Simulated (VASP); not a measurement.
# PbI2 (P-3m1) in VASP: single point with PBEsol

Aim: the single point of PbI2 with PBEsol.

Program: VASP 6.6.1. These are calculated values, not measurements. Logs are shortened: lines on timing, memory, paths and dates and some standing lists are left out, and cuts for length are marked.

### 1 The cell of the first run

Symmetry: P-3m1, No. 164, trigonal system. Conventional cell: a = 4.555 Å, b = 4.555 Å, c = 6.977 Å, α = 90.00°, β = 90.00°, γ = 120.00°. Pb (site symmetry -3m) has 6 I at 3.21 Å within 4.2 Å. I (site symmetry 3m) has 3 Pb at 3.21 Å within 4.2 Å.

### 2 Single point, PBEsol

INCAR reads:

```
PREC = Accurate
ENCUT = 500
EDIFF = 1E-6
ISMEAR = 0
SIGMA = 0.01
LREAL = F
LASPH = T
NELM = 120
ALGO = Normal
ISIF = 2
LWAVE = F
LCHARG = F
GGA = PS
NBANDS = 21
GGA_COMPAT = F
```

KPOINTS reads:

```
regular mesh
0
Gamma
  3 3 2
```

POSCAR reads:

```
PbI2
1.0
    4.5550000000      0.0000000000      0.0000000000
   -2.2775000000      3.9447460000      0.0000000000
    0.0000000000      0.0000000000      6.9770000000
Pb I
1 2
Direct
    0.0000000000      0.0000000000      0.0000000000
    0.3333333333      0.6666666667      0.2650000000
    0.6666666667      0.3333333333      0.7350000000
```

Potentials or basis: VASP PAW PBE potentials, release 64 (Pb_d, I).

Command:

```bash
$ cat potpaw_PBE.64/Pb_d/POTCAR potpaw_PBE.64/I/POTCAR > POTCAR
$ mpirun -np 1 vasp_std > vasp.out
```

OUTCAR:

```text
PREC = Accurate
   ENCUT = 500
   EDIFF = 1E-6
   ISMEAR = 0
   LREAL = F
   LASPH = T
   NELM = 120
   ISIF = 2
   GGA = PS

 ion  position               nearest neighbor table
   1  0.000  0.000  0.000-   2 3.21   3 3.21   3 3.21   2 3.21   3 3.21   2 3.21
   2  0.333  0.667  0.265-   1 3.21   1 3.21   1 3.21
   3  0.667  0.333  0.735-   1 3.21   1 3.21   1 3.21

  LATTYP: Found a hexagonal cell.
 ALAT       =     4.5550000000
 C/A-ratio  =     1.5317233809

  Lattice vectors:

 A1 = (   4.5550000000,   0.0000000000,   0.0000000000)
 A2 = (  -2.2775000000,   3.9447460000,   0.0000000000)
 A3 = (   0.0000000000,   0.0000000000,   6.9770000000)

Analysis of symmetry for initial positions (statically):
=====================================================================
 Subroutine PRICEL returns:
 Original cell was already a primitive cell.

 Routine SETGRP: Setting up the symmetry group for a
 hexagonal supercell.

 Subroutine GETGRP returns: Found 12 space group operations
 (whereof 12 operations were pure point group operations)
 out of a pool of 24 trial point group operations.

The static configuration has the point symmetry D_3d.

Analysis of symmetry for dynamics (positions and initial velocities):
=====================================================================
 Subroutine PRICEL returns:
 Original cell was already a primitive cell.

 Routine SETGRP: Setting up the symmetry group for a
 hexagonal supercell.

 Subroutine GETGRP returns: Found 12 space group operations
 (whereof 12 operations were pure point group operations)
 out of a pool of 24 trial point group operations.

The dynamic configuration has the point symmetry D_3d.

 Subroutine INISYM returns: Found 12 space group operations
 (whereof 12 operations are pure point group operations),
 and found     1 'primitive' translations

----------------------------------------------------------------------------------------

                                     Primitive cell

  volume of cell :     125.3650

  direct lattice vectors                    reciprocal lattice vectors
     4.555000000  0.000000000  0.000000000     0.219538968  0.126750873  0.000000000
    -2.277500000  3.944746000  0.000000000     0.000000000  0.253501746  0.000000000
     0.000000000  0.000000000  6.977000000     0.000000000  0.000000000  0.143328078

  length of vectors
     4.555000000  4.555000247  6.977000000     0.253501760  0.253501746  0.143328078

  position of ions in fractional coordinates (direct lattice)
     0.000000000  0.000000000  0.000000000
     0.333333333  0.666666667  0.265000000
     0.666666667  0.333333333  0.735000000

  ion indices of the primitive-cell ions
   primitive index   ion index
                 1           1
                 2           2
                 3           3

----------------------------------------------------------------------------------------

 KPOINTS: regular mesh

Automatic generation of k-mesh.
 Grid dimensions read from file:
 generate k-points for:    3    3    2

 Generating k-lattice:

  Cartesian coordinates                     Fractional coordinates (reciprocal lattice)
     0.073179656  0.042250291  0.000000000     0.333333333 -0.000000000  0.000000000
     0.000000000  0.084500582  0.000000000     0.000000000  0.333333333  0.000000000
     0.000000000  0.000000000  0.071664039     0.000000000  0.000000000  0.500000000

  Length of vectors
     0.084500587  0.084500582  0.071664039

  Shift w.r.t. Gamma in fractional coordinates (k-lattice)
     0.000000000  0.000000000  0.000000000

 Subroutine IBZKPT returns following result:
 ===========================================

 Found      6 irreducible k-points:

 Following reciprocal coordinates:
            Coordinates               Weight
  0.000000  0.000000  0.000000      1.000000
  0.333333 -0.000000  0.000000      6.000000
  0.333333  0.333333  0.000000      2.000000
  0.000000  0.000000  0.500000      1.000000
  0.333333 -0.000000  0.500000      6.000000
  0.333333  0.333333  0.500000      2.000000
   k-points           NKPTS =      6   k-points in BZ     NKDIM =      6   number of bands    NBANDS=     21
   number of dos      NEDOS =    301   number of ions     NIONS =      3
   total plane-waves  NPLWV =  69984
   dimension x,y,z NGX =    36 NGY =   36 NGZ =   54
   dimension x,y,z NGXF=    72 NGYF=   72 NGZF=  108
   ions per type =               1   2
   NGX,Y,Z   is equivalent  to a cutoff of  13.14, 13.14, 12.87 a.u.
   NGXF,Y,Z  is equivalent  to a cutoff of  26.28, 26.28, 25.73 a.u.
 SYSTEM =  unknown system
   PREC   = accura    normal or accurate (medium, high low for compatibility)
   ISTART =      0    job   : 0-new  1-cont  2-samecut
   ICHARG =      2    charge: 1-file 2-atom 10-const
   ISPIN  =      1    spin polarized calculation?
   LNONCOLLINEAR =      F non collinear calculations
   LSORBIT =      F    spin-orbit coupling
   LASPH  =      T    aspherical Exc in radial PAW
   ENCUT  =  500.0 eV  36.75 Ry    6.06 a.u.   8.30  8.30 12.72*2*pi/ulx,y,z
   NELM   =    120;   NELMIN=  2; NELMDL= -5     # of ELM steps
   EDIFF  = 0.1E-05   stopping-criterion for ELM
   LREAL  =      F    real-space projection
   EDIFFG = 0.1E-04   stopping-criterion for IOM
   NSW    =      0    number of steps for IOM
   IBRION =     -1    ionic relax: 0-MD 1-quasi-New 2-CG
   NFREE  =      0    steps in history (QN), initial steepest desc. (CG)
   ISIF   =      2    stress and relaxation
   ISYM   =      2    0-nonsym 1-usesym 2-fastsym
   POTIM  = 0.5000    time-step for ionic-motion
   TEBEG  =    0.0;   TEEND  =   0.0 temperature during run
   PSTRESS=    0.0 pullay stress
   NELECT =      28.0000    total number of electrons
   NUPDOWN=      -1.0000    fix difference up-down
   EMIN   =  10.00;   EMAX   =-10.00  energy-range for DOS
   EFERMI =   0.00;   METHOD = LEGACY
   ISMEAR =     0;   SIGMA  =   0.01  broadening in eV -4-tet -1-fermi 0-gaus
   EFERMI_NEDOS =   21; number of points for ismear=-14 and -15
   IALGO  =     38    algorithm
   IMIX   =      4    mixing-type and parameters
     AMIX     =   0.40;   BMIX     =  1.00
     AMIX_MAG =   1.60;   BMIX_MAG =  1.00
  volume/ion in A,a.u.               =      41.79       282.00
  Fermi-wavevector in a.u.,A,eV,Ry     =   0.993273  1.877014 13.423399  0.986592
  Thomas-Fermi vector in A             =   2.125144
   LORBIT       =      0    0 simple, 1 ext, 2 COOP (PROOUT), +10 PAW based schemes
   GGA     = PS    functional components
   LHFCALC =     F    Hartree Fock is set to
   AEXX    =    0.0000 exact exchange contribution
   IVDW    =     0    specifies the selected vdW correction
   LEPSILON=     F    determine dielectric tensor
   LRPA    =     F    only Hartree local field effects (RPA)
 non-spin polarized calculation
 Gauss-broadening in eV      SIGMA  =   0.01
  energy-cutoff  :      500.00
  volume of cell :      125.36
 maximum number of plane-waves:      3199
 NGX is ok and might be reduce to    36
   NGX = 17   NGY = 17   NGZ = 25

 number of electron      28.0000001 magnetization

 Free energy of the ion-electron system (eV)
  ---------------------------------------------------
  ext. energy  EPLUGINS =         0.00000000
  ---------------------------------------------------
  free energy    TOTEN  =        -9.32019752 eV

  energy without entropy =       -9.32019752  energy(sigma->0) =       -9.32019752

 E-fermi :   2.6564     XC(G=0):  -8.3130

 val. band max:        2.5552355500   @ k =   0.0000   0.0000   0.5000
 cond. band min:       4.6683261143   @ k =   0.0000   0.0000   0.5000
 fundamental gap:      2.1130905643
 Fermi energy:         2.6564396042

 k-point     1 :       0.0000    0.0000    0.0000
  band No.  band energies     occupation
      1     -13.4830      2.00000
      2     -13.4830      2.00000
      3     -13.4730      2.00000
      4     -13.4598      2.00000
      5     -13.4598      2.00000
      6      -9.6937      2.00000
      7      -8.9374      2.00000
      8      -4.3781      2.00000
      9       1.3720      2.00000
     10       1.5383      2.00000
     11       1.5383      2.00000
     12       1.6335      2.00000
     13       1.6335      2.00000
     14       1.8508      2.00000
     15       4.9224      0.00000
     16       5.8673      0.00000
     17       5.8673      0.00000
     18       8.7996      0.00000
     19       9.9414      0.00000
     20      10.2917      0.00000
     21      10.3851      0.00000

 k-point     2 :       0.3333   -0.0000    0.0000
  band No.  band energies     occupation
      1     -13.5171      2.00000
      2     -13.4792      2.00000
      3     -13.4685      2.00000
      4     -13.4579      2.00000
      5     -13.4491      2.00000
      6      -9.2589      2.00000
      7      -8.7955      2.00000
      8      -4.7114      2.00000
      9      -0.2960      2.00000
     10       0.2515      2.00000
     11       0.6285      2.00000
     12       1.4943      2.00000
     13       1.8234      2.00000
     14       2.2379      2.00000
     15       5.3485      0.00000
     16       6.2010      0.00000
     17       6.7294      0.00000
     18       7.8695      0.00000
     19       9.8315      0.00000
     20      10.7145      0.00000
     21      11.2588      0.00000

 k-point     3 :       0.3333    0.3333    0.0000
  band No.  band energies     occupation
      1     -13.5055      2.00000
      2     -13.5055      2.00000
      3     -13.4591      2.00000
      4     -13.4543      2.00000
      5     -13.4543      2.00000
      6      -8.8588      2.00000
      7      -8.8588      2.00000
      8      -4.9873      2.00000
      9       0.0027      2.00000
     10       0.0027      2.00000
     11       0.2121      2.00000
     12       0.9264      2.00000
     13       0.9264      2.00000
     14       1.8547      2.00000
     15       6.8260      0.00000
     16       6.8260      0.00000
     17       7.1110      0.00000
     18       8.8520      0.00000
     19       9.6092      0.00000
     20       9.6092      0.00000
     21      11.6005      0.00000

 k-point     4 :       0.0000    0.0000    0.5000
  band No.  band energies     occupation
      1     -13.4830      2.00000
      2     -13.4830      2.00000
      3     -13.4729      2.00000
      4     -13.4598      2.00000
      5     -13.4598      2.00000
      6      -9.5254      2.00000
      7      -9.1685      2.00000
      8      -4.1808      2.00000
      9       0.6339      2.00000
     10       1.4031      2.00000
     11       1.4031      2.00000
     12       1.8138      2.00000
     13       1.8138      2.00000
     14       2.5552      2.00000
     15       4.6683      0.00000
     16       5.6771      0.00000
     17       5.6771      0.00000
     18       8.8467      0.00000
     19       9.8011      0.00000
     20       9.8011      0.00000
     21      10.4338      0.00000

 k-point     5 :       0.3333   -0.0000    0.5000
  band No.  band energies     occupation
      1     -13.5174      2.00000
      2     -13.4792      2.00000
      3     -13.4685      2.00000
      4     -13.4579      2.00000
      5     -13.4491      2.00000
      6      -9.1387      2.00000
      7      -8.9315      2.00000
      8      -4.7090      2.00000
      9      -0.4202      2.00000
     10       0.8269      2.00000
     11       0.8285      2.00000
     12       1.2393      2.00000
     13       1.5024      2.00000
     14       1.9261      2.00000
     15       5.7559      0.00000
     16       6.4936      0.00000
     17       6.5144      0.00000
     18       8.3473      0.00000
     19      10.1018      0.00000
     20      10.2951      0.00000
     21      10.5314      0.00000

 k-point     6 :       0.3333    0.3333    0.5000
  band No.  band energies     occupation
      1     -13.5057      2.00000
      2     -13.5057      2.00000
      3     -13.4591      2.00000
      4     -13.4543      2.00000
      5     -13.4543      2.00000
      6      -8.8550      2.00000
      7      -8.8550      2.00000
      8      -4.9703      2.00000
      9      -0.4685      2.00000
     10      -0.4685      2.00000
     11      -0.1424      2.00000
     12       1.7950      2.00000
     13       1.7950      2.00000
     14       2.4810      2.00000
     15       5.8613      0.00000
     16       5.8613      0.00000
     17       6.6806      0.00000
     18       9.4779      0.00000
     19      10.1522      0.00000
     20      10.1522      0.00000
     21      10.5921      0.00000

------------------------ aborting loop because EDIFF is reached ----------------------------------------

  FORCE on cell =-STRESS in cart. coord.  units (eV):
  Direction    XX          YY          ZZ          XY          YZ          ZX
  --------------------------------------------------------------------------------------
  -------------------------------------------------------------------------------------
  Total        0.0409937      0.0409937      0.0933175      0.0000000      0.0000000      0.0000000
  in kB        0.5239033      0.5239033      1.1926081      0.0000000      0.0000000      0.0000000
  external PRESSURE =       0.7468049 kB  Pullay stress =       0.0000000 kB

 VOLUME and BASIS-vectors are now :
 -----------------------------------------------------------------------------
  energy-cutoff  :      500.00
  volume of cell :      125.36
      direct lattice vectors                 reciprocal lattice vectors
     4.555000000  0.000000000  0.000000000     0.219538968  0.126750873  0.000000000
    -2.277500000  3.944746000  0.000000000     0.000000000  0.253501746  0.000000000
     0.000000000  0.000000000  6.977000000     0.000000000  0.000000000  0.143328078

 POSITION                                       TOTAL-FORCE (eV/Angst)
 -----------------------------------------------------------------------------------
      0.00000      0.00000      0.00000         0.000000      0.000000     -0.000000
     -0.00000      2.62983      1.84891        -0.000000     -0.000000     -0.034574
      2.27750      1.31492      5.12809        -0.000000      0.000000      0.034574
 -----------------------------------------------------------------------------------
    total drift:                               -0.000000     -0.000000      0.000000

  FREE ENERGIE OF THE ION-ELECTRON SYSTEM (eV)
  ---------------------------------------------------
  free  energy   TOTEN  =        -9.3201975225 eV

  energy  without entropy=       -9.3201975225  energy(sigma->0) =       -9.32019752
```

It took 14 s on 1 thread of Intel Xeon Platinum 8559C (Emerald Rapids), shared host; peak memory 0.24 GiB.

Results:

- Free energy: -9.3202 eV
- Pressure: 0.1 GPa
- Largest force: 0.035 eV/Å
- Band gap on the k mesh: 2.11 eV, direct

Forces in eV/Å, atoms in the order of the input:
```
Pb   0.000  0.000  0.000
I    0.000  0.000 -0.035
I    0.000  0.000  0.035
```

Levels at points of the mesh, in eV from the valence-band top:
```tsv
k point	band 12	band 13	band 14	band 15	band 16	band 17
(0.00, 0.00, 0.00)	-0.92	-0.92	-0.70	2.37	3.31	3.31
(0.00, 0.00, 0.50)	-0.74	-0.74	0.00	2.11	3.12	3.12
```

Caveat: the k points lie up to 0.53 Å⁻¹ apart; the PAW data sets were made with another functional, which shifts forces and pressure a little; spin-orbit coupling is left out, which moves the levels of the heavy elements; this functional lacks dispersion, which binds the layers, so the pressure and a relaxed spacing across them are unreliable.
